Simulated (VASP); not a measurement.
**Re: single point with PBEsol**

Re:

```
CELL_PARAMETERS angstrom
2.52378 0.00000 0.00000
0.00000 2.52378 0.00000
0.00000 0.00000 2.52378
ATOMIC_POSITIONS crystal
Re 0.00000 0.00000 0.00000
```

```yaml
Program: VASP 6.6.1
Task: single point
Functional: PBEsol
Potentials_or_basis: VASP PAW PBE potentials, release 64 (Re)
Cutoff: 520 eV
k_mesh: 10 × 10 × 10
Occupations: gaussian, width 0.05 eV
Spin: no spin polarisation
Dipole_correction: no
Further_INCAR_settings: ALGO = Normal; EDIFF = 1e-06; NBANDS = 10
```

```
Pressure : 9.2 GPa
```

Levels at points of the mesh, in eV from the Fermi level:
```csv
k point,band 1,band 2,band 3,band 4,band 5,band 6,band 7
"(0.00, 0.00, 0.00)",-9.56,-5.69,-5.69,3.92,3.92,3.92,15.95
"(0.50, 0.00, 0.00)",-6.01,-4.69,-1.00,-0.06,-0.06,4.35,9.14
"(0.50, 0.50, 0.00)",-6.83,-4.00,0.73,0.73,5.02,5.02,6.80
"(0.50, 0.50, 0.50)",-5.12,-5.12,-5.12,7.10,7.10,7.86,12.43
```

Run time: 5.6 s on 1 thread of Intel(R) Xeon(R) Platinum 8375C CPU @ 2.90GHz (Ice Lake) (shared host), peak memory 0.13 GiB.

Caveat: the PAW data sets were made with another functional, which shifts forces and pressure a little; spin-orbit coupling is left out, which moves the levels of the heavy elements.
